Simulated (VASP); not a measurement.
Write the native input for VASP 6.6.1 that does the following.

```
Task                   : single point
Functional             : LDA
Potentials or basis    : VASP PAW LDA potentials, release 64 (Sr_sv, As, Ru_pv)
Cutoff                 : 520 eV
k mesh                 : 12 × 12 × 12
Occupations            : gaussian, width 0.1 eV
Spin                   : no spin polarisation
Dipole correction      : no
Further INCAR settings : ALGO = Normal; EDIFF = 1e-06; NBANDS = 32
```

The structure of SrAs2Ru2 lies in POSCAR:

```
SrAs2Ru2
1.0
   -2.0711264202      2.0711264202      5.3782547958
    2.0711264202     -2.0711264202      5.3782547958
    2.0711264202      2.0711264202     -5.3782547958
Sr As Ru
1 2 2
Direct
    0.0000000000      0.0000000000      0.0000000000
    0.6381214076      0.6381214076      0.0000000000
    0.3618785924      0.3618785924      0.0000000000
    0.2500000000      0.7500000000      0.5000000000
    0.7500000000      0.2500000000      0.5000000000
```

The input as run:

INCAR

```
SYSTEM = SrAs2Ru2
PREC     = Accurate       ! precision mode
ENCUT    = 520            ! plane-wave cutoff, eV
EDIFF    = 1E-6           ! SCF threshold, eV
ISMEAR   = 0              ! smearing method
SIGMA    = 0.1            ! smearing width, eV
LREAL    = .FALSE.        ! projectors in reciprocal space
LASPH    = .TRUE.         ! aspherical terms in the spheres
NELM     = 100            ! most SCF steps
ALGO     = Normal         ! electronic algorithm
ISIF     = 2              ! what is computed and relaxed
LWAVE    = .FALSE.        ! write WAVECAR
LCHARG   = .FALSE.        ! write CHGCAR
NBANDS   = 32             ! bands
```

KPOINTS

```
regular mesh
0
G
  12 12 12
  0 0 0
```

Potentials or basis: VASP PAW LDA potentials, release 64 (Sr_sv, As, Ru_pv).

Launch:

```bash
$ cat potpaw_LDA.64/Sr_sv/POTCAR potpaw_LDA.64/As/POTCAR potpaw_LDA.64/Ru_pv/POTCAR > POTCAR
$ mpirun -np 1 vasp_std > vasp.out
```

Results of the run:

| Item | Value |
| --- | --- |
| Pressure | 0.6 GPa |
| Largest force | 0.063 eV/Å |
| Band gap on the k mesh | zero (bands 24 and 25 overlap by 1.81 eV) |

Wall time 15 min on 1 thread of AMD EPYC 7R13 Processor (Zen 3), with other jobs on the host, peak memory 0.57 GiB.
